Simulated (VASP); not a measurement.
Write the native input for VASP 6.6.1 that does the following.

```yaml
Task: single point
Functional: PBE
Potentials_or_basis: VASP PAW PBE potentials, release 64 (Na_pv, I)
Cutoff: 520 eV
k_mesh: 6 × 6 × 6
Occupations: gaussian, width 0.01 eV
Spin: non-collinear spin, zero start, spin-orbit coupling
Starting_moments: "[[0.0, 0.0, 0.0], [0.0, 0.0, 0.0]] μB"
Dipole_correction: no
Further_INCAR_settings: ALGO = Normal; EDIFF = 1e-06; NBANDS = 26
```

The structure of NaI lies in POSCAR:

```
NaI
1.0
    0.0000000000      3.5431926705      3.5431926705
    3.5431926705      0.0000000000      3.5431926705
    3.5431926705      3.5431926705      0.0000000000
Na I
1 1
Direct
    0.0000000000      0.0000000000      0.0000000000
    0.2500000000      0.2500000000      0.2500000000
```

One way to write it, as run:

INCAR

```
SYSTEM = NaI
PREC = Accurate ; ENCUT = 520
EDIFF = 1E-6 ; ISMEAR = 0
SIGMA = 0.01 ; LREAL = .False.
LASPH = .True. ; NELM = 150
ALGO = Normal ; ISIF = 2
LWAVE = .False. ; LCHARG = .False.
LNONCOLLINEAR = .True. ; MAGMOM = 0 0 0 0 0 0
LORBIT = 11 ; LSORBIT = .True.
GGA_COMPAT = .False. ; LORBMOM = .True.
GGA = PE ; NBANDS = 26
```

KPOINTS

```
Automatic mesh
0
Gamma
  6 6 6
  0 0 0
```

Potentials or basis: VASP PAW PBE potentials, release 64 (Na_pv, I).

Command:

```sh
$ cat potpaw_PBE.64/Na_pv/POTCAR potpaw_PBE.64/I/POTCAR > POTCAR
$ mpirun -np 1 vasp_ncl > vasp.out
```

It gave:

The pressure is 0.4 GPa. The net moment is 0.00 μB per cell and the valence electrons inside the program's atomic spheres are Na 6.03; I 4.35.

Wall time 2.3 min on 1 thread of Oxide Virtual Turin-like Processor, on a shared host, peak memory 0.48 GiB.
